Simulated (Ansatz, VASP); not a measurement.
**WSe2: VASP beside Ansatz**

```
W Se
1.0
     3.31436    0.00000    0.00000
    -1.65718    2.87032    0.00000
     0.00000    0.00000   16.40880
W Se
1 2
Direct
  0.00000 0.00000 0.00000
  0.33333 0.66667 0.09970
  0.33333 0.66667 0.90030
```

Change from the starting cell: strain +0.000 along x and y, -0.015 along z, atoms carried along.

Alike in both runs: task single point; functional r2SCAN; k mesh 12 × 12 × 2; occupations gaussian, width 0.05 eV; no spin polarisation.

```csv
,VASP,Ansatz
version,VASP 6.6.1,Ansatz 0.2.0
potentials or method,"VASP PAW PBE potentials, release 64 (W_sv, Se), cutoff 520 eV","scalar-relativistic, plane waves, PAW"
valence electrons in the cell,26,46
```

Ansatz gave:

- gap on the k mesh at the Fermi level (eV): 1.59
- least direct gap on the mesh (eV): 1.59
- rms of the force components (eV/Å): 0.222

**Question.** Estimate VASP's values.

**Answer.** gap on the k mesh at the Fermi level (eV): 1.59; least direct gap on the mesh (eV): 1.59; rms of the force components (eV/Å): 0.244.

VASP's potentials were made for PBE, not for r2SCAN. Atom by atom the forces differ by 0.023 eV/Å (rms over components). VASP's potentials hold 26 valence electrons a cell and Ansatz's 46, so a difference there can come from the potentials and not from the codes.

Spin-orbit coupling is off throughout.
